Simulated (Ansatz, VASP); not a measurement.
**Ge: VASP beside Ansatz**

POSCAR

```
Ge
1.0
    0.0000000000      2.8360149687      2.8360149687
    2.8360149687      0.0000000000      2.8360149687
    2.8360149687      2.8360149687      0.0000000000
Ge
2
Direct
    0.5000000000      0.5000000000      0.5000000000
    0.7500000000      0.7500000000      0.7500000000
```

Contents of INCAR.step1:

```
SYSTEM = Ge
PREC     = Accurate       ! precision mode
ENCUT    = 520            ! plane-wave cutoff, eV
ISMEAR   = 1              ! smearing method
SIGMA    = 1.0            ! smearing width, eV
LREAL    = .False.        ! projectors in reciprocal space
LASPH    = .True.         ! aspherical terms in the spheres
NELM     = 60             ! most SCF steps
NBANDS   = 21             ! bands
GGA      = PE             ! functional
ALGO     = Normal         ! electronic algorithm
EDIFF    = 1E-4           ! SCF threshold, eV
LWAVE    = .True.         ! write WAVECAR
LCHARG   = .False.        ! write CHGCAR
```

INCAR.step2

```
SYSTEM = Ge
PREC     = Accurate       ! precision mode
ENCUT    = 520            ! plane-wave cutoff, eV
EDIFF    = 1E-7           ! SCF threshold, eV
ISMEAR   = 1              ! smearing method
SIGMA    = 1.0            ! smearing width, eV
LREAL    = .False.        ! projectors in reciprocal space
LASPH    = .True.         ! aspherical terms in the spheres
NELM     = 60             ! most SCF steps
ALGO     = Normal         ! electronic algorithm
ISIF     = 2              ! what is computed and relaxed
LWAVE    = .False.        ! write WAVECAR
LCHARG   = .False.        ! write CHGCAR
METAGGA  = R2SCAN         ! meta-GGA
LMIXTAU  = .True.       
NBANDS   = 21             ! bands
ISTART   = 1
```

The input KPOINTS:

```
Automatic mesh
0
Gamma
  10 10 10
  0 0 0
```

Input for Ansatz:

```yaml
crystal:
  lattice:
    - [0.0, 2.8360149687, 2.8360149687]
    - [2.8360149687, 0.0, 2.8360149687]
    - [2.8360149687, 2.8360149687, 0.0]
  atoms:
    - { symbol: Ge, position: [0.5, 0.5, 0.5] }
    - { symbol: Ge, position: [0.75, 0.75, 0.75] }
hamiltonian:
  xc: r2scan
  pseudopotentials:
    kind: paw
    azcp:
      Ge: "pseudopotentials/Ge.paw.azcp"
basis:
  ecutwfc: 500
  fft_grid_basis: typed
kpoints:
  mp_grid: { grid: [10, 10, 10], shift: [0, 0, 0] }
magnetization:
  spin_polarized: false
scf:
  occupations: { method: cold, width: 1.0 }
  lower_state_search: "off"
output:
  stress: true
```

Alike in both runs: task single point; functional r2SCAN; k mesh 10 × 10 × 10; no spin polarisation.

```csv
,VASP,Ansatz
version,VASP 6.6.1,Ansatz 0.2.0
potentials or method,"VASP PAW PBE potentials, release 64 (Ge_d), cutoff 520 eV","plane waves (500 eV) with PAW, scalar-relativistic"
occupations,"methfessel-paxton of order 1, width 1 eV","cold, width 1 eV"
valence electrons in the cell,28,28
```

VASP gave:

| Item | Value |
| --- | --- |
| pressure (GPa) | 0.1 |

Which values does Ansatz return?

Pressure (GPa): -0.4.

VASP's potentials were made for PBE, not for r2SCAN.
